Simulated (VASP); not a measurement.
# BN (P3m1) in VASP: notebook

Runs on BN. Level: PBE. Tasks: single point.

Everything below comes from runs of VASP 6.6.1. Logs are shortened: lines on timing, memory, paths and dates and some standing lists are left out, and cuts for length are marked.

## Step 1: The cell of the first run

It takes space group P3m1 (No. 156, trigonal). The conventional cell has a = 2.554 Å, b = 2.554 Å, c = 4.227 Å, α = 90.00°, β = 90.00°, γ = 120.00°. Within 1.3 Å of B (site symmetry 3m) lie 1 N at 0.98 Å. B (site symmetry 3m) has 4 N at 1.57 to 1.58 Å and 3 B at 2.11 Å within 2.2 Å. Within 1.3 Å of N (site symmetry 3m) lie 1 B at 0.98 Å. N (site symmetry 3m) has 4 B at 1.58 to 1.86 Å within 2.1 Å.

## Step 2: Single point, PBE (atom 1 (B) moved by (+0.000, -0.600) A along x and z)

Contents of INCAR:

```
PREC = Accurate
ENCUT = 520
EDIFF = 1E-6
ISMEAR = 0
SIGMA = 0.05
LREAL = False
LASPH = True
NELM = 60
ALGO = Normal
ISIF = 2
LWAVE = False
LCHARG = True
GGA = PE
LELF = True
LVHAR = True
NBANDS = 16
```

Contents of KPOINTS:

```
regular mesh
0
Gamma
  12 12 6
```

Contents of POSCAR:

```
BN
1.0
    2.5539396017      0.0000000000      0.0000000000
   -1.2769698009      2.2117765748      0.0000000000
    0.0000000000      0.0000000000      4.2268550000
B N
2 2
Direct
    0.6666666667      0.3333333333      0.8577744891
    0.3333333333      0.6666666667      0.4997240000
    0.6666666667      0.3333333333      0.6252760000
    0.3333333333      0.6666666667      0.1252760000
```

Potentials or basis: VASP PAW PBE potentials, release 64 (B, N).

The run is started by

```
cat potpaw_PBE.64/B/POTCAR potpaw_PBE.64/N/POTCAR > POTCAR
mpirun -np 1 vasp_std > vasp.out
```

OUTCAR:

```text
PREC = Accurate
   ENCUT = 520
   EDIFF = 1E-6
   ISMEAR = 0
   LREAL = False
   LASPH = True
   NELM = 60
   ISIF = 2
   GGA = PE

 ion  position               nearest neighbor table
   1  0.667  0.333  0.858-   3 0.98   4 1.86   4 1.86   4 1.86   2 2.11   2 2.11   2 2.11
   2  0.333  0.667  0.500-   3 1.57   3 1.57   3 1.57   4 1.58   1 2.11   1 2.11   1 2.11
   3  0.667  0.333  0.625-   1 0.98   2 1.57   2 1.57   2 1.57
   4  0.333  0.667  0.125-   2 1.58   1 1.86   1 1.86   1 1.86

 -----------------------------------------------------------------------------
|                                                                             |
|           W    W    AA    RRRRR   N    N  II  N    N   GGGG   !!!           |
|           W    W   A  A   R    R  NN   N  II  NN   N  G    G  !!!           |
|           W    W  A    A  R    R  N N  N  II  N N  N  G       !!!           |
|           W WW W  AAAAAA  RRRRR   N  N N  II  N  N N  G  GGG   !            |
|           WW  WW  A    A  R   R   N   NN  II  N   NN  G    G                |
|           W    W  A    A  R    R  N    N  II  N    N   GGGG   !!!           |
|                                                                             |
|     The distance between some ions is very small. Please check the          |
|     nearest-neighbor list in the OUTCAR file.                               |
|     I HOPE YOU KNOW WHAT YOU ARE DOING!                                     |
|                                                                             |
 -----------------------------------------------------------------------------

  LATTYP: Found a hexagonal cell.
 ALAT       =     2.5539396017
 C/A-ratio  =     1.6550332659

  Lattice vectors:

 A1 = (   2.5539396017,   0.0000000000,   0.0000000000)
 A2 = (  -1.2769698009,   2.2117765748,   0.0000000000)
 A3 = (   0.0000000000,   0.0000000000,   4.2268550000)

Analysis of symmetry for initial positions (statically):
=====================================================================
 Subroutine PRICEL returns:
 Original cell was already a primitive cell.

 Routine SETGRP: Setting up the symmetry group for a
 hexagonal supercell.

 Subroutine GETGRP returns: Found  6 space group operations
 (whereof  6 operations were pure point group operations)
 out of a pool of 24 trial point group operations.

The static configuration has the point symmetry C_3v.

Analysis of symmetry for dynamics (positions and initial velocities):
=====================================================================
 Subroutine PRICEL returns:
 Original cell was already a primitive cell.

 Routine SETGRP: Setting up the symmetry group for a
 hexagonal supercell.

 Subroutine GETGRP returns: Found  6 space group operations
 (whereof  6 operations were pure point group operations)
 out of a pool of 24 trial point group operations.

The dynamic configuration has the point symmetry C_3v.

 Subroutine INISYM returns: Found  6 space group operations
 (whereof  6 operations are pure point group operations),
 and found     1 'primitive' translations

----------------------------------------------------------------------------------------

                                     Primitive cell

  volume of cell :      23.8764

  direct lattice vectors                    reciprocal lattice vectors
     2.553939602  0.000000000  0.000000000     0.391551938  0.226062617  0.000000000
    -1.276969801  2.211776575  0.000000000     0.000000000  0.452125233  0.000000000
     0.000000000  0.000000000  4.226855000     0.000000000  0.000000000  0.236582518

  length of vectors
     2.553939602  2.553939602  4.226855000     0.452125233  0.452125233  0.236582518

  position of ions in fractional coordinates (direct lattice)
     0.666666667  0.333333333  0.857774489
     0.333333333  0.666666667  0.499724000
     0.666666667  0.333333333  0.625276000
     0.333333333  0.666666667  0.125276000

  ion indices of the primitive-cell ions
   primitive index   ion index
                 1           1
                 2           2
                 3           3
                 4           4

----------------------------------------------------------------------------------------

 KPOINTS: regular mesh

Automatic generation of k-mesh.
 Grid dimensions read from file:
 generate k-points for:   12   12    6

 Generating k-lattice:

  Cartesian coordinates                     Fractional coordinates (reciprocal lattice)
     0.032629328  0.018838551  0.000000000     0.083333333  0.000000000  0.000000000
     0.000000000  0.037677103  0.000000000     0.000000000  0.083333333  0.000000000
     0.000000000  0.000000000  0.039430420     0.000000000  0.000000000  0.166666667

  Length of vectors
     0.037677103  0.037677103  0.039430420

  Shift w.r.t. Gamma in fractional coordinates (k-lattice)
     0.000000000  0.000000000  0.000000000

 Subroutine IBZKPT returns following result:
 ===========================================

 Found    100 irreducible k-points:

 Following reciprocal coordinates:
            Coordinates               Weight
  0.000000  0.000000  0.000000      1.000000
  0.083333  0.000000  0.000000      6.000000
  0.166667  0.000000  0.000000      6.000000
  0.250000  0.000000  0.000000      6.000000
  0.333333  0.000000  0.000000      6.000000
  0.416667  0.000000  0.000000      6.000000
[... 16 lines left out ...]
  0.166667  0.000000  0.166667      6.000000
  0.000000  0.166667  0.166667      6.000000
 [... further k-points ...]
   k-points           NKPTS =    100   k-points in BZ     NKDIM =    100   number of bands    NBANDS=     16
   number of dos      NEDOS =    301   number of ions     NIONS =      4
   total plane-waves  NPLWV =  12800
   dimension x,y,z NGX =    20 NGY =   20 NGZ =   32
   dimension x,y,z NGXF=    40 NGYF=   40 NGZF=   64
   ions per type =               2   2
   NGX,Y,Z   is equivalent  to a cutoff of  13.02, 13.02, 12.59 a.u.
   NGXF,Y,Z  is equivalent  to a cutoff of  26.04, 26.04, 25.17 a.u.
 SYSTEM =  unknown system
   PREC   = accura    normal or accurate (medium, high low for compatibility)
   ISTART =      0    job   : 0-new  1-cont  2-samecut
   ICHARG =      2    charge: 1-file 2-atom 10-const
   ISPIN  =      1    spin polarized calculation?
   LNONCOLLINEAR =      F non collinear calculations
   LSORBIT =      F    spin-orbit coupling
   LASPH  =      T    aspherical Exc in radial PAW
   ENCUT  =  520.0 eV  38.22 Ry    6.18 a.u.   4.75  4.75  7.86*2*pi/ulx,y,z
   NELM   =     60;   NELMIN=  2; NELMDL= -5     # of ELM steps
   EDIFF  = 0.1E-05   stopping-criterion for ELM
   LREAL  =      F    real-space projection
   EDIFFG = 0.1E-04   stopping-criterion for IOM
   NSW    =      0    number of steps for IOM
   IBRION =     -1    ionic relax: 0-MD 1-quasi-New 2-CG
   NFREE  =      0    steps in history (QN), initial steepest desc. (CG)
   ISIF   =      2    stress and relaxation
   ISYM   =      2    0-nonsym 1-usesym 2-fastsym
   POTIM  = 0.5000    time-step for ionic-motion
   TEBEG  =    0.0;   TEEND  =   0.0 temperature during run
   PSTRESS=    0.0 pullay stress
   NELECT =      16.0000    total number of electrons
   NUPDOWN=      -1.0000    fix difference up-down
   EMIN   =  10.00;   EMAX   =-10.00  energy-range for DOS
   EFERMI =   0.00;   METHOD = LEGACY
   ISMEAR =     0;   SIGMA  =   0.05  broadening in eV -4-tet -1-fermi 0-gaus
   EFERMI_NEDOS =   21; number of points for ismear=-14 and -15
   IALGO  =     38    algorithm
   IMIX   =      4    mixing-type and parameters
     AMIX     =   0.40;   BMIX     =  1.00
     AMIX_MAG =   1.60;   BMIX_MAG =  1.00
  volume/ion in A,a.u.               =       5.97        40.28
  Fermi-wavevector in a.u.,A,eV,Ry     =   1.432600  2.707222 27.923836  2.052344
  Thomas-Fermi vector in A             =   2.552210
   LORBIT       =      0    0 simple, 1 ext, 2 COOP (PROOUT), +10 PAW based schemes
   GGA     = PE    functional components
   LHFCALC =     F    Hartree Fock is set to
   AEXX    =    0.0000 exact exchange contribution
   IVDW    =     0    specifies the selected vdW correction
   LEPSILON=     F    determine dielectric tensor
   LRPA    =     F    only Hartree local field effects (RPA)
 non-spin polarized calculation
 Gauss-broadening in eV      SIGMA  =   0.05
  energy-cutoff  :      520.00
  volume of cell :       23.88
 maximum number of plane-waves:       660
 NGX is ok and might be reduce to    20
   NGX =  9   NGY =  9   NGZ = 15

 number of electron      15.9999999 magnetization

 Free energy of the ion-electron system (eV)
  ---------------------------------------------------
  ext. energy  EPLUGINS =         0.00000000
  ---------------------------------------------------
  free energy    TOTEN  =       -21.00843019 eV

  energy without entropy =      -21.00792232  energy(sigma->0) =      -21.00817626

 E-fermi :  10.3814     XC(G=0): -12.7118

 val. band max:       10.3770289837   @ k =   0.0833   0.0000   0.1667
 cond. band min:      10.4079380883   @ k =   0.2500   0.2500   0.0000
 fundamental gap:      0.0309091046
 Fermi energy:        10.3814287762

 k-point     1 :       0.0000    0.0000    0.0000
  band No.  band energies     occupation
      1     -15.7849      2.00000
      2      -7.5372      2.00000
      3      -4.1534      2.00000
      4       1.3325      2.00000
      5       1.3325      2.00000
      6       3.7073      2.00000
[... 8 lines left out ...]
     15      20.3726      0.00000
     16      23.4824      0.00000

 k-point     2 :       0.0833    0.0000    0.0000
  band No.  band energies     occupation
      1     -15.6545      2.00000
      2      -7.4160      2.00000
      3      -4.0243      2.00000
      4       0.7062      2.00000
      5       1.1414      2.00000
      6       3.7674      2.00000
[... 8 lines left out ...]
     15      20.4297      0.00000
     16      23.7970      0.00000
[... 387 lines left out ...]
      5       0.6812      2.00000
      6       3.4825      2.00000
[... 8 lines left out ...]
     15      20.9570      0.00000
     16      23.9316      0.00000

 k-point    24 :       0.0000    0.1667    0.1667
  band No.  band energies     occupation
      1     -15.2470      2.00000
      2      -7.3966      2.00000
      3      -3.1613      2.00000
      4      -0.6867      2.00000
      5       0.6830      2.00000
      6       3.5898      2.00000
[... 8 lines left out ...]
     15      20.9535      0.00000
     16      24.3931      0.00000

 [... further k-points ...]
[... 5 lines left out ...]
  --------------------------------------------------------------------------------------
  -------------------------------------------------------------------------------------
  Total        4.8100344      4.8100344     50.0107259     -0.0000000     -0.0000000      0.0000000
  in kB      322.7673097    322.7673097   3355.8652503     -0.0000000     -0.0000000      0.0000000
  external PRESSURE =    1333.7999566 kB  Pullay stress =       0.0000000 kB

 VOLUME and BASIS-vectors are now :
 -----------------------------------------------------------------------------
  energy-cutoff  :      520.00
  volume of cell :       23.88
      direct lattice vectors                 reciprocal lattice vectors
     2.553939602  0.000000000  0.000000000     0.391551938  0.226062617  0.000000000
    -1.276969801  2.211776575  0.000000000     0.000000000  0.452125233  0.000000000
     0.000000000  0.000000000  4.226855000     0.000000000  0.000000000  0.236582518

 POSITION                                       TOTAL-FORCE (eV/Angst)
 -----------------------------------------------------------------------------------
      1.27697      0.73726      3.62569         0.000000      0.000000     73.434630
     -0.00000      1.47452      2.11226        -0.000000      0.000000     -8.590432
      1.27697      0.73726      2.64295         0.000000      0.000000    -60.296993
     -0.00000      1.47452      0.52952        -0.000000      0.000000     -4.547205
 -----------------------------------------------------------------------------------
    total drift:                                0.000000      0.000000     -0.000689

  FREE ENERGIE OF THE ION-ELECTRON SYSTEM (eV)
  ---------------------------------------------------
  free  energy   TOTEN  =       -21.0084301880 eV

  energy  without entropy=      -21.0079223237  energy(sigma->0) =      -21.00817626
```

Wall time 74 s (1 thread of Intel Xeon 8259CL, shared host); peak memory 0.15 GiB.

What came out:

```
Free energy            : -21.0084 eV
Pressure               : 133.4 GPa
Largest force          : 73.435 eV/Å
Band gap on the k mesh : zero (bands 8 and 9 overlap by 1.21 eV)
```

Forces on the atoms (eV/Å):
```
B     0.000   0.000  73.435
B     0.000   0.000  -8.590
N     0.000   0.000 -60.297
N     0.000   0.000  -4.547
```

Caveat: the cell differs from its parent crystal (atom 1 (B) moved by (+0.000, -0.600) A along x and z); atoms lie so close that the PAW spheres overlap strongly, which falsifies energies and pressures; the cell stands under pressure; forces of over 1 eV/Å act on the atoms, so gaps and moduli don't describe the material at rest.

## Step 3: Single point, PBE (atom 1 (B) moved by (+0.000, +0.600) A along x and z)

Contents of INCAR:

```
  PREC = Accurate
  ENCUT = 520
  EDIFF = 1E-6
  ISMEAR = 0
  SIGMA = 0.05
  LREAL = False
  LASPH = True
  NELM = 80
  ALGO = Normal
  ISIF = 2
  LWAVE = False
  LCHARG = True
  GGA = PE
  LELF = True
  LVHAR = True
  NBANDS = 16
```

KPOINTS is that of step 2.

Edit POSCAR of step 2 so:

```diff
@@ -8,3 +8,3 @@
 Direct
-    0.6666666667      0.3333333333      0.8577744891
+    0.6666666667      0.3333333333      1.1416735109
     0.3333333333      0.6666666667      0.4997240000
```

Potentials or basis: VASP PAW PBE potentials, release 64 (B, N).

The run is started by

```
cat potpaw_PBE.64/B/POTCAR potpaw_PBE.64/N/POTCAR > POTCAR
mpirun -np 1 vasp_std > vasp.out
```

Run time: 72 s. Hardware: 1 thread of Intel Xeon 8259CL, shared host; peak memory 0.15 GiB.

Results (log left out):

```
Free energy            : -32.2298 eV
Pressure               : 23.5 GPa
Largest force          : 5.278 eV/Å
Band gap on the k mesh : 2.79 eV (least direct gap 3.94 eV)
```

Forces on the atoms (eV/Å):
```
B    0.000  0.000 -3.495
B    0.000  0.000  5.278
N    0.000  0.000 -3.581
N    0.000  0.000  1.798
```

Stress tensor (GPa, compression positive):
```
17.26  0.00  0.00
 0.00 17.26  0.00
 0.00  0.00 36.02
```

Levels at points of the mesh, in eV from the valence-band top:
```csv
k point,band 5,band 6,band 7,band 8,band 9,band 10,band 11,band 12
"(0.00, 0.00, 0.00)",-5.08,-0.87,-0.87,0.00,7.02,7.02,7.32,9.43
"(0.50, 0.00, 0.00)",-7.88,-7.22,-3.74,-3.30,4.69,6.45,9.24,10.76
"(0.00, 0.00, 0.50)",-4.96,-4.04,-1.09,-1.09,7.28,7.28,7.49,8.93
"(0.50, 0.00, 0.50)",-7.70,-4.61,-3.72,-1.76,2.89,5.37,7.15,9.23
```

Caveat: the cell differs from its parent crystal (atom 1 (B) moved by (+0.000, +0.600) A along x and z); the cell stands under pressure; forces of over 1 eV/Å act on the atoms, so gaps and moduli don't describe the material at rest. A k mesh can miss the band edges.

## Step 4: Single point, PBE (atom 1 (B) moved by (+0.000, -0.300) A along x and z)

Contents of INCAR:

```
  PREC = Accurate
  ENCUT = 520
  EDIFF = 1E-6
  ISMEAR = 0
  SIGMA = 0.05
  LREAL = False
  LASPH = True
  NELM = 60
  ALGO = Normal
  ISIF = 2
  LWAVE = False
  LCHARG = False
  GGA = PE
  NBANDS = 16
```

KPOINTS is that of step 3.

Edit POSCAR of step 3 so:

```diff
@@ -8,3 +8,3 @@
 Direct
-    0.6666666667      0.3333333333      1.1416735109
+    0.6666666667      0.3333333333      0.9287492445
     0.3333333333      0.6666666667      0.4997240000
```

The run is started by

```
cat potpaw_PBE.64/B/POTCAR potpaw_PBE.64/N/POTCAR > POTCAR
mpirun -np 1 vasp_std > vasp.out
```

Wall time 63 s (1 thread of Intel Xeon 8259CL, shared host); peak memory 0.15 GiB.

The run converged. Its results:

* Free energy: -32.6700 eV
* Pressure: 20.2 GPa
* Largest force: 17.096 eV/Å
* Band gap on the k mesh: 1.84 eV (least direct gap 5.80 eV)

Forces in eV/Å, atoms in the order of the input:
```
B    0.000  0.000 17.096
B    0.000  0.000 -3.670
N    0.000  0.000 -9.195
N    0.000  0.000 -4.231
```

Stress tensor (GPa, compression positive):
```
 7.81  0.00  0.00
 0.00  7.81  0.00
 0.00  0.00 44.95
```

Levels at points of the mesh, in eV from the valence-band top:
```tsv
k point	band 4	band 5	band 6	band 7	band 8	band 9	band 10	band 11	band 12	band 13
(0.00, 0.00, 0.00)	-4.79	-4.79	-3.65	0.00	0.00	5.96	5.96	6.74	8.20	9.82
(0.50, 0.00, 0.00)	-9.39	-8.07	-7.38	-6.77	-1.89	4.66	5.04	6.73	9.09	11.65
(0.00, 0.00, 0.50)	-6.81	-4.58	-4.58	-0.56	-0.56	5.98	7.05	7.05	9.10	9.10
(0.50, 0.00, 0.50)	-10.52	-7.03	-6.62	-4.82	-2.96	3.85	4.48	8.22	9.97	10.08
```

Caveat: the cell differs from its parent crystal (atom 1 (B) moved by (+0.000, -0.300) A along x and z); the cell stands under pressure; forces of over 1 eV/Å act on the atoms, so gaps and moduli don't describe the material at rest. A k mesh can miss the band edges.

## Step 5: Single point, PBE (atom 1 (B) moved by (+0.000, +0.300) A along x and z)

Contents of INCAR:

```
SYSTEM = BN
ALGO = Normal ; EDIFF = 1E-6
ENCUT = 520 ; GGA = PE
ISIF = 2 ; ISMEAR = 0
LASPH = .TRUE. ; LCHARG = .TRUE.
LELF = .TRUE. ; LREAL = .FALSE.
LVHAR = .TRUE. ; LWAVE = .FALSE.
NBANDS = 16 ; NELM = 80
PREC = Accurate ; SIGMA = 0.05
```

Contents of KPOINTS:

```
k-points
0
G
  12 12 6
  0 0 0
```

Edit POSCAR of step 4 so:

```diff
@@ -8,3 +8,3 @@
 Direct
-    0.6666666667      0.3333333333      0.9287492445
+    0.6666666667      0.3333333333      1.0706987555
     0.3333333333      0.6666666667      0.4997240000
```

The run is started by

```
cat potpaw_PBE.64/B/POTCAR potpaw_PBE.64/N/POTCAR > POTCAR
mpirun -np 1 vasp_std > vasp.out
```

Wall time 60 s (1 thread of Intel Xeon 8259CL, shared host); peak memory 0.15 GiB.

The run converged. Its results:

* Free energy: -33.7504 eV
* Pressure: 10.8 GPa
* Largest force: 5.748 eV/Å
* Band gap on the k mesh: 3.90 eV (least direct gap 6.33 eV)

Forces on the atoms (eV/Å):
```
B    0.000  0.000 -5.748
B    0.000  0.000  3.302
N    0.000  0.000 -0.326
N    0.000  0.000  2.772
```

Stress tensor (GPa, compression positive):
```
 7.92  0.00  0.00
 0.00  7.92  0.00
 0.00  0.00 16.47
```

Levels at points of the mesh, in eV from the valence-band top:
```csv
k point,band 4,band 5,band 6,band 7,band 8,band 9,band 10,band 11,band 12,band 13
"(0.00, 0.00, 0.00)",-4.20,-4.20,-0.73,-0.73,0.00,7.42,7.50,7.50,7.97,10.29
"(0.50, 0.00, 0.00)",-8.52,-7.32,-6.96,-4.12,-3.11,5.45,6.97,9.83,11.46,11.53
"(0.00, 0.00, 0.50)",-4.67,-4.02,-4.02,-1.05,-1.05,7.39,8.13,8.13,9.24,9.59
"(0.50, 0.00, 0.50)",-9.97,-6.67,-4.52,-3.68,-2.43,3.90,5.92,7.96,9.31,13.51
```

Caveat: the cell differs from its parent crystal (atom 1 (B) moved by (+0.000, +0.300) A along x and z); the cell stands under pressure; forces of over 1 eV/Å act on the atoms, so gaps and moduli don't describe the material at rest. A k mesh can miss the band edges.

## Step 6: The runs side by side

```csv
cell,gap on the mesh (eV),pressure (GPa),largest force (eV/Å)
"as given, atomic positions A",none,133.4,73.43
"as given, atomic positions B",2.79,23.5,5.28
"as given, atomic positions C",1.84,20.2,17.10
"as given, atomic positions D",3.90,10.8,5.75
```

Alike in all rows: task single point; level PBE; potentials or basis VASP PAW PBE potentials, release 64 (B, N); no spin polarisation; k mesh 12 × 12 × 6; cutoff (eV) 520; smearing gaussian 0.05 eV.

Caveats: the cell stands under pressure; forces of over 1 eV/Å act on the atoms, so gaps and moduli don't describe the material at rest; atoms lie so close that the PAW spheres overlap strongly, which falsifies energies and pressures (at least some runs).

Total energies depend on the potentials used, so only differences within one code and one set of settings carry meaning.
